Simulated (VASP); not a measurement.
# Ti2O (P1) in VASP: notebook

The runs below take Ti2O through single point, with LDA.

Program: VASP 6.6.1. These are calculated values, not measurements. Logs are shortened: lines on timing, memory, paths and dates and some standing lists are left out, and cuts for length are marked.

## 1. The cell of the first run

The typed cell holds 3 atoms: a = 2.919 Å, b = 2.919 Å, c = 4.713 Å, α = 90.00°, β = 90.00°, γ = 120.00°.

## 2. Single point, LDA

INCAR

```
SYSTEM = Ti2O
PREC = Accurate ; ENCUT = 520
EDIFF = 1E-6 ; ISMEAR = 1
SIGMA = 0.1 ; LREAL = .False.
LASPH = .True. ; NELM = 80
ALGO = Normal ; ISIF = 2
LWAVE = .False. ; LCHARG = .False.
NBANDS = 22
```

KPOINTS

```
regular mesh
0
Gamma
  7 7 4
  0 0 0
```

POSCAR

```
Ti2O
1.0
    2.9194000000      0.0000000000      0.0000000000
   -1.4597000000      2.5282750000      0.0000000000
    0.0000000000      0.0000000000      4.7130000000
Ti O
2 1
Direct
    0.6615154141      0.3340253278      0.2643169955
    0.3269623055      0.6691908779      0.7385661654
   -0.0060682450      0.0031062303      0.0010130181
```

Potentials or basis: VASP PAW LDA potentials, release 64 (Ti_sv, O).

Command:

```console
$ cat potpaw_LDA.64/Ti_sv/POTCAR potpaw_LDA.64/O/POTCAR > POTCAR
$ mpirun -np 1 vasp_std > vasp.out
```

OUTCAR:

```text
SYSTEM = Ti2O
   PREC = Accurate
   ENCUT = 520
   EDIFF = 1E-6
   ISMEAR = 1
   LREAL = .False.
   LASPH = .True.
   NELM = 80
   ISIF = 2

 ion  position               nearest neighbor table
   1  0.662  0.334  0.264-   3 2.09   3 2.09   3 2.10   2 2.80   2 2.80   2 2.80
   2  0.327  0.669  0.739-   3 2.09   3 2.09   3 2.09   1 2.80   1 2.80   1 2.80
   3  0.994  0.003  0.001-   1 2.09   2 2.09   2 2.09   2 2.09   1 2.09   1 2.10

  LATTYP: Found a hexagonal cell.
 ALAT       =     2.9194000000
 C/A-ratio  =     1.6143728163

  Lattice vectors:

 A1 = (   2.9194000000,   0.0000000000,   0.0000000000)
 A2 = (  -1.4597000000,   2.5282750000,   0.0000000000)
 A3 = (   0.0000000000,   0.0000000000,   4.7130000000)

Analysis of symmetry for initial positions (statically):
=====================================================================
 Subroutine PRICEL returns:
 Original cell was already a primitive cell.

 Routine SETGRP: Setting up the symmetry group for a
 hexagonal supercell.

 Subroutine GETGRP returns: Found  1 space group operations
 (whereof  1 operations were pure point group operations)
 out of a pool of 24 trial point group operations.

The static configuration has the point symmetry C_1 .

Analysis of symmetry for dynamics (positions and initial velocities):
=====================================================================
 Subroutine PRICEL returns:
 Original cell was already a primitive cell.

 Routine SETGRP: Setting up the symmetry group for a
 hexagonal supercell.

 Subroutine GETGRP returns: Found  1 space group operations
 (whereof  1 operations were pure point group operations)
 out of a pool of 24 trial point group operations.

The dynamic configuration has the point symmetry C_1 .

 Subroutine INISYM returns: Found  1 space group operations
 (whereof  1 operations are pure point group operations),
 and found     1 'primitive' translations

----------------------------------------------------------------------------------------

                                     Primitive cell

  volume of cell :      34.7869

  direct lattice vectors                    reciprocal lattice vectors
     2.919400000  0.000000000  0.000000000     0.342536138  0.197763297  0.000000000
    -1.459700000  2.528275000  0.000000000     0.000000000  0.395526594  0.000000000
     0.000000000  0.000000000  4.713000000     0.000000000  0.000000000  0.212179079

  length of vectors
     2.919400000  2.919400378  4.713000000     0.395526645  0.395526594  0.212179079

  position of ions in fractional coordinates (direct lattice)
     0.661515414  0.334025328  0.264316996
     0.326962305  0.669190878  0.738566165
     0.993931755  0.003106230  0.001013018

  ion indices of the primitive-cell ions
   primitive index   ion index
                 1           1
                 2           2
                 3           3

----------------------------------------------------------------------------------------

 KPOINTS: regular mesh

Automatic generation of k-mesh.
 Grid dimensions read from file:
 generate k-points for:    7    7    4

 Generating k-lattice:

  Cartesian coordinates                     Fractional coordinates (reciprocal lattice)
     0.048933734  0.028251900  0.000000000     0.142857143 -0.000000000  0.000000000
     0.000000000  0.056503799  0.000000000     0.000000000  0.142857143  0.000000000
     0.000000000  0.000000000  0.053044770     0.000000000  0.000000000  0.250000000

  Length of vectors
     0.056503806  0.056503799  0.053044770

  Shift w.r.t. Gamma in fractional coordinates (k-lattice)
     0.000000000  0.000000000  0.000000000

 Subroutine IBZKPT returns following result:
 ===========================================

 Found     99 irreducible k-points:

 Following reciprocal coordinates:
            Coordinates               Weight
  0.000000  0.000000  0.000000      1.000000
  0.142857  0.000000  0.000000      2.000000
  0.000000  0.142857  0.000000      2.000000
 -0.142857  0.142857  0.000000      2.000000
  0.285714  0.000000  0.000000      2.000000
  0.000000  0.285714  0.000000      2.000000
[... 16 lines left out ...]
  0.285714  0.285714  0.000000      2.000000
 -0.285714 -0.428571  0.000000      2.000000
 [... further k-points ...]
   k-points           NKPTS =     99   k-points in BZ     NKDIM =     99   number of bands    NBANDS=     22
   number of dos      NEDOS =    301   number of ions     NIONS =      3
   total plane-waves  NPLWV =  20736
   dimension x,y,z NGX =    24 NGY =   24 NGZ =   36
   dimension x,y,z NGXF=    48 NGYF=   48 NGZF=   72
   ions per type =               2   1
   NGX,Y,Z   is equivalent  to a cutoff of  13.67, 13.67, 12.70 a.u.
   NGXF,Y,Z  is equivalent  to a cutoff of  27.33, 27.33, 25.40 a.u.
 SYSTEM =  Ti2O
   PREC   = accura    normal or accurate (medium, high low for compatibility)
   ISTART =      0    job   : 0-new  1-cont  2-samecut
   ICHARG =      2    charge: 1-file 2-atom 10-const
   ISPIN  =      1    spin polarized calculation?
   LNONCOLLINEAR =      F non collinear calculations
   LSORBIT =      F    spin-orbit coupling
   LASPH  =      T    aspherical Exc in radial PAW
   ENCUT  =  520.0 eV  38.22 Ry    6.18 a.u.   5.43  5.43  8.76*2*pi/ulx,y,z
   NELM   =     80;   NELMIN=  2; NELMDL= -5     # of ELM steps
   EDIFF  = 0.1E-05   stopping-criterion for ELM
   LREAL  =      F    real-space projection
   EDIFFG = 0.1E-04   stopping-criterion for IOM
   NSW    =      0    number of steps for IOM
   IBRION =     -1    ionic relax: 0-MD 1-quasi-New 2-CG
   NFREE  =      0    steps in history (QN), initial steepest desc. (CG)
   ISIF   =      2    stress and relaxation
   ISYM   =      2    0-nonsym 1-usesym 2-fastsym
   POTIM  = 0.5000    time-step for ionic-motion
   TEBEG  =    0.0;   TEEND  =   0.0 temperature during run
   PSTRESS=    0.0 pullay stress
   NELECT =      30.0000    total number of electrons
   NUPDOWN=      -1.0000    fix difference up-down
   EMIN   =  10.00;   EMAX   =-10.00  energy-range for DOS
   EFERMI =   0.00;   METHOD = LEGACY
   ISMEAR =     1;   SIGMA  =   0.10  broadening in eV -4-tet -1-fermi 0-gaus
   EFERMI_NEDOS =   21; number of points for ismear=-14 and -15
   IALGO  =     38    algorithm
   IMIX   =      4    mixing-type and parameters
     AMIX     =   0.40;   BMIX     =  1.00
     AMIX_MAG =   1.60;   BMIX_MAG =  1.00
  volume/ion in A,a.u.               =      11.60        78.25
  Fermi-wavevector in a.u.,A,eV,Ry     =   1.558273  2.944708 33.037855  2.428214
  Thomas-Fermi vector in A             =   2.661801
   LORBIT       =      0    0 simple, 1 ext, 2 COOP (PROOUT), +10 PAW based schemes
   GGA     = CA    functional components
   LHFCALC =     F    Hartree Fock is set to
   AEXX    =    0.0000 exact exchange contribution
   IVDW    =     0    specifies the selected vdW correction
   LEPSILON=     F    determine dielectric tensor
   LRPA    =     F    only Hartree local field effects (RPA)
 non-spin polarized calculation
 Methfessel and Paxton  Order N= 1 SIGMA  =   0.10
  energy-cutoff  :      520.00
  volume of cell :       34.79
 maximum number of plane-waves:       966
 NGX is ok and might be reduce to    24
   NGX = 11   NGY = 11   NGZ = 17

 number of electron      29.9999999 magnetization

 Free energy of the ion-electron system (eV)
  ---------------------------------------------------
  ext. energy  EPLUGINS =         0.00000000
  ---------------------------------------------------
  free energy    TOTEN  =       -28.74135507 eV

  energy without entropy =      -28.74086931  energy(sigma->0) =      -28.74119315

 E-fermi :  10.1949     XC(G=0): -12.8856

 val. band max:       10.1926725142   @ k =   0.1429   0.0000   0.2500
 cond. band min:      10.2035989980   @ k =  -0.1429   0.1429   0.2500
 fundamental gap:      0.0109264838
 Fermi energy:        10.1949455969

 k-point     1 :       0.0000    0.0000    0.0000
  band No.  band energies     occupation
      1     -46.2660      2.00000
      2     -46.1115      2.00000
      3     -23.3902      2.00000
      4     -22.6100      2.00000
      5     -22.6081      2.00000
      6     -22.5168      2.00000
[... 14 lines left out ...]
     21      11.4055     -0.00000
     22      14.3687      0.00000

 k-point     2 :       0.1429    0.0000    0.0000
  band No.  band energies     occupation
      1     -46.2424      2.00000
      2     -46.1016      2.00000
      3     -23.3259      2.00000
      4     -22.7306      2.00000
      5     -22.6469      2.00000
      6     -22.6333      2.00000
[... 14 lines left out ...]
     21      12.1406     -0.00000
     22      13.6427      0.00000

 k-point     3 :       0.0000    0.1429    0.0000
  band No.  band energies     occupation
      1     -46.2424      2.00000
      2     -46.1016      2.00000
      3     -23.3258      2.00000
      4     -22.7307      2.00000
      5     -22.6467      2.00000
      6     -22.6332      2.00000
[... 14 lines left out ...]
     21      12.1373     -0.00000
     22      13.6413      0.00000

 k-point     4 :      -0.1429    0.1429    0.0000
  band No.  band energies     occupation
      1     -46.2425      2.00000
      2     -46.1015      2.00000
      3     -23.3262      2.00000
      4     -22.7298      2.00000
      5     -22.6477      2.00000
      6     -22.6346      2.00000
[... 14 lines left out ...]
     21      12.1450     -0.00000
     22      13.6537      0.00000

 k-point     5 :       0.2857    0.0000    0.0000
  band No.  band energies     occupation
      1     -46.1860      2.00000
      2     -46.0824      2.00000
      3     -23.1686      2.00000
      4     -23.0004      2.00000
      5     -22.8669      2.00000
      6     -22.7241      2.00000
[... 417 lines left out ...]
 k-point    22 :       0.4286    0.4286    0.0000
  band No.  band energies     occupation
      1     -46.1158      2.00000
      2     -46.0744      2.00000
      3     -23.2433      2.00000
      4     -23.0337      2.00000
      5     -22.9034      2.00000
      6     -22.8540      2.00000
[... 14 lines left out ...]
     21      13.4283      0.00000
     22      13.8990      0.00000

 k-point    23 :       0.2857    0.2857    0.0000
  band No.  band energies     occupation
      1     -46.1048      2.00000
      2     -46.0779      2.00000
      3     -23.1837      2.00000
      4     -22.9931      2.00000
      5     -22.9130      2.00000
      6     -22.8494      2.00000
[... 14 lines left out ...]
     21      13.4050      0.00000
     22      14.5519      0.00000

 k-point    24 :      -0.2857   -0.4286    0.0000
  band No.  band energies     occupation
      1     -46.1056      2.00000
      2     -46.0771      2.00000
      3     -23.1848      2.00000
      4     -22.9929      2.00000
      5     -22.9143      2.00000
      6     -22.8516      2.00000
[... 14 lines left out ...]
     21      13.4024      0.00000
     22      14.5496      0.00000

 [... further k-points ...]
[... 5 lines left out ...]
  --------------------------------------------------------------------------------------
  -------------------------------------------------------------------------------------
  Total        0.2018485      0.2159847     -0.4486935      0.0088659      0.0124936     -0.0174966
  in kB        9.2965277      9.9475985    -20.6654556      0.4083381      0.5754195     -0.8058403
  external PRESSURE =      -0.4737765 kB  Pullay stress =       0.0000000 kB

 VOLUME and BASIS-vectors are now :
 -----------------------------------------------------------------------------
  energy-cutoff  :      520.00
  volume of cell :       34.79
      direct lattice vectors                 reciprocal lattice vectors
     2.919400000  0.000000000  0.000000000     0.342536138  0.197763297  0.000000000
    -1.459700000  2.528275000  0.000000000     0.000000000  0.395526594  0.000000000
     0.000000000  0.000000000  4.713000000     0.000000000  0.000000000  0.212179079

 POSITION                                       TOTAL-FORCE (eV/Angst)
 -----------------------------------------------------------------------------------
      1.44365      0.84451      1.24573        -0.035057      0.033731      0.029559
     -0.02228      1.69190      3.48086         0.001805      0.006638     -0.055613
      2.89715      0.00785      0.00477         0.033252     -0.040369      0.026054
 -----------------------------------------------------------------------------------
    total drift:                               -0.000315      0.000126      0.000150

  FREE ENERGIE OF THE ION-ELECTRON SYSTEM (eV)
  ---------------------------------------------------
  free  energy   TOTEN  =       -28.7413550702 eV

  energy  without entropy=      -28.7408693078  energy(sigma->0) =      -28.74119315
```

Run time: 1.7 min. Hardware: 1 thread of Intel Xeon 8259CL, shared host; peak memory 0.19 GiB.

Results:

- Free energy: -28.7414 eV
- Pressure: 0.0 GPa
- Largest force: 0.058 eV/Å
- Band gap on the k mesh: zero (bands 15 and 16 overlap by 0.51 eV)

Forces on the atoms (eV/Å):
```
Ti  -0.035  0.034  0.030
Ti   0.002  0.007 -0.056
O    0.033 -0.040  0.026
```

Stress tensor (GPa, compression positive):
```
 0.93  0.04 -0.08
 0.04  0.99  0.06
-0.08  0.06 -2.07
```

## 3. Single point, LDA

INCAR

```
SYSTEM = Ti2O
PREC     = Accurate       ! precision mode
ENCUT    = 520            ! plane-wave cutoff, eV
EDIFF    = 1E-7           ! SCF threshold, eV
ISMEAR   = 1              ! smearing method
SIGMA    = 0.1            ! smearing width, eV
LREAL    = .FALSE.        ! projectors in reciprocal space
LASPH    = .TRUE.         ! aspherical terms in the spheres
NELM     = 80             ! most SCF steps
ALGO     = Normal         ! electronic algorithm
ISIF     = 2              ! what is computed and relaxed
LWAVE    = .FALSE.        ! write WAVECAR
LCHARG   = .FALSE.        ! write CHGCAR
GGA      = CA             ! functional
NBANDS   = 22             ! bands
```

KPOINTS

```
Automatic mesh
0
G
  7 7 4
  0 0 0
```

POSCAR

```
Ti2O
1.0
    2.9194000000      0.0000000000      0.0000000000
   -1.4597000000      2.5282750000      0.0000000000
    0.0000000000      0.0000000000      4.7130000000
Ti O
2 1
Direct
    0.6612801598      0.3344324882      0.2644261055
    0.3271413799      0.6689977999      0.7383257246
   -0.0060120618      0.0028921489      0.0011443476
```

Potentials or basis: VASP PAW LDA potentials, release 64 (Ti_sv, O).

Command:

```console
$ cat potpaw_LDA.64/Ti_sv/POTCAR potpaw_LDA.64/O/POTCAR > POTCAR
$ mpirun -np 1 vasp_std > vasp.out
```

Wall time 1.8 min (1 thread of Intel Xeon 8259CL, shared host); peak memory 0.19 GiB.

It converged, with:

- Free energy: -28.7415 eV
- Pressure: -0.1 GPa
- Largest force: 0.043 eV/Å
- Band gap on the k mesh: zero (bands 15 and 16 overlap by 0.51 eV)

Forces in eV/Å, atoms in the order of the input:
```
Ti  -0.025  0.025  0.021
Ti   0.000  0.007 -0.035
O    0.025 -0.032  0.014
```

Stress tensor (GPa, compression positive):
```
 0.86  0.03 -0.05
 0.03  0.90  0.04
-0.05  0.04 -2.09
```

Levels at points of the mesh, in eV from the Fermi level:
| k point | band 11 | band 12 | band 13 | band 14 | band 15 | band 16 | band 17 | band 18 | band 19 | band 20 |
| --- | --- | --- | --- | --- | --- | --- | --- | --- | --- | --- |
| (0.00, 0.00, 0.00) | -6.43 | -6.42 | -3.53 | -0.02 | 0.12 | 0.55 | 0.56 | 1.06 | 1.07 | 1.19 |
| (0.00, 0.00, 0.50) | -6.49 | -6.49 | -1.69 | -1.64 | 0.07 | 0.07 | 1.28 | 2.03 | 2.04 | 2.14 |

## 4. Single point, LDA

INCAR

```
PREC = Accurate ; ENCUT = 520
EDIFF = 1E-6 ; ISMEAR = 1
SIGMA = 0.1 ; LREAL = F
LASPH = T ; NELM = 60
ALGO = Normal ; ISIF = 2
LWAVE = F ; LCHARG = F
GGA = CA ; NBANDS = 22
```

KPOINTS

```
Automatic mesh
0
Gamma
  7 7 4
```

POSCAR

```
Ti2O
1.0
    2.9194000000      0.0000000000      0.0000000000
   -1.4597000000      2.5282750000      0.0000000000
    0.0000000000      0.0000000000      4.7130000000
Ti O
2 1
Direct
    0.6609722999      0.3350465211      0.2643619281
    0.3273401481      0.6688719357      0.7382123985
   -0.0059029653      0.0024039819      0.0013218621
```

Command:

```console
$ cat potpaw_LDA.64/Ti_sv/POTCAR potpaw_LDA.64/O/POTCAR > POTCAR
$ mpirun -np 1 vasp_std > vasp.out
```

It took 1.7 min on 1 thread of Intel Xeon 8259CL, shared host; peak memory 0.19 GiB.

Results (log left out):

- Free energy: -28.7416 eV
- Pressure: -0.1 GPa
- Largest force: 0.031 eV/Å
- Band gap on the k mesh: zero (bands 15 and 16 overlap by 0.51 eV)

Forces on the atoms (eV/Å):
```
Ti  -0.009  0.010  0.028
Ti   0.000  0.002 -0.026
O    0.009 -0.012 -0.002
```

Stress tensor (GPa, compression positive):
```
 0.89  0.01 -0.02
 0.01  0.91  0.02
-0.02  0.02 -2.07
```

Levels at points of the mesh, in eV from the Fermi level:
```
           k point  band 13  band 14  band 15  band 16  band 17  band 18
(0.00, 0.00, 0.00)    -3.53    -0.02     0.12     0.55     0.55     1.06
(0.00, 0.00, 0.50)    -1.69    -1.64     0.07     0.07     1.28     2.04
```
